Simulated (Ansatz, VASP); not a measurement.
# CuF: VASP beside Ansatz

Contents of INCAR:

```
SYSTEM = CuF
ALGO = Normal
EDIFF = 1E-6
ENCUT = 700
GGA = PE
GGA_COMPAT = .False.
ISIF = 2
ISMEAR = -1
LASPH = .True.
LCHARG = .False.
LREAL = .False.
LWAVE = .False.
NBANDS = 34
NELM = 120
PREC = Accurate
SIGMA = 0.02
```

The input KPOINTS:

```
k-points
0
Gamma
  6 6 4
  0 0 0
```

Contents of POSCAR:

```
CuF
1.0
    3.5086571495      0.0000000000      0.0000000000
   -1.7543285748      3.0385862246      0.0000000000
    0.0000000000      0.0000000000      5.0825198930
Cu F
2 2
Direct
    0.3333333333      0.6666666667      0.2500000000
    0.6666666667      0.3333333333      0.7500000000
    0.6666666667      0.3333333333      0.2500000000
    0.3333333333      0.6666666667      0.7500000000
```

Input for Ansatz:

```yaml
crystal:
  lattice:
    - [3.5086571495, 0.0, 0.0]
    - [-1.7543285748, 3.0385862246, 0.0]
    - [0.0, 0.0, 5.082519893]
  atoms:
    - { symbol: Cu, position: [0.3333333333, 0.6666666667, 0.25] }
    - { symbol: Cu, position: [0.6666666667, 0.3333333333, 0.75] }
    - { symbol: F, position: [0.6666666667, 0.3333333333, 0.25] }
    - { symbol: F, position: [0.3333333333, 0.6666666667, 0.75] }
kpoints:
  mp_grid: { grid: [6, 6, 4] }
hamiltonian:
  xc: pbe
scf:
  occupations: { method: fermi_dirac, width: 0.02 }
  n_extra_bands: 5
output:
  forces: true
  stress: true
  eigenvalues: true
basis:
  ecutwfc: 500
```

Alike in both runs: task single point; functional PBE; k mesh 6 × 6 × 4; occupations fermi-dirac, width 0.02 eV; no spin polarisation.

|  | VASP | Ansatz |
| --- | --- | --- |
| version | VASP 6.6.1 | Ansatz 0.2.0 |
| potentials or method | VASP PAW PBE potentials, release 64 (Cu_sv_GW, F), cutoff 700 eV | plane waves |
| valence electrons in the cell | 52 | 52 |

```tsv
	VASP	Ansatz	Ansatz less VASP
pressure (GPa)	2.1	4.4	+2.33
traceless stress, the component that is largest in VASP (GPa)	-0.70	-0.58	+0.120
```

With one functional, cell and mesh, what is left measures potentials, basis and numerics.
